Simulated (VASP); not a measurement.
Crystal: AlN.

```xyz
4
Lattice="3.0360 0.0000 0.0000 -1.5180 2.6293 0.0000 0.0000 0.0000 5.4183" Properties=species:S:1:pos:R:3 pbc="T T T"
Al    0.0000    1.7528    0.0094
Al    1.5180    0.8764    2.7185
N     0.0000    1.7528    2.0767
N     1.5180    0.8764    4.7858
```

| Property | Result |
| --- | --- |
| Program | VASP 6.6.1 |
| Task | relaxation of the atoms |
| Functional | PBE |
| Potentials or basis | VASP PAW PBE potentials, release 64 (Al, N) |
| Cutoff | 520 eV |
| k mesh | 9 × 9 × 6 |
| Occupations | gaussian, width 0.05 eV |
| Spin | no spin polarisation |

At the start: pressure 0.3 GPa; volume 10.81 Å³/atom.

**Question.** Where does the relaxation end?

**Answer.** Over 3 steps the energy falls by 11.2 meV/atom; space group P6_3mc (No. 186, to 0.05 Å).

The path:
```csv
step,energy change (eV),largest force (eV/Å),pressure (GPa)
1,0.0000,0.6020,0.32
2,-0.0432,0.1203,-1.57
3,-0.0447,0.0014,-1.91
```

Final structure:
```
Al N
1.0
     3.03600    0.00000    0.00000
    -1.51800    2.62925    0.00000
     0.00000    0.00000    5.41830
Al N
2 2
Cartesian
  0.0000 1.7528 0.0446
  1.5180 0.8764 2.7538
  0.0000 1.7528 2.0414
  1.5180 0.8764 4.7505
```

Measured gap of AlN: 6.034 eV (an exciton energy, a little under the gap; 10 K; quoted in “Self-assembly of well-separated AlN nanowires directly on sputtered metallic TiN films”, 2019, arxiv:1910.07391). This calculation gives 3.40 eV (-2.63 eV). 2 values of this kind are on record (6.034 to 6.0343 eV); this one was drawn at random. The value is that of PBE, without temperature or zero-point motion. Semilocal functionals fall short of measured gaps as a rule.
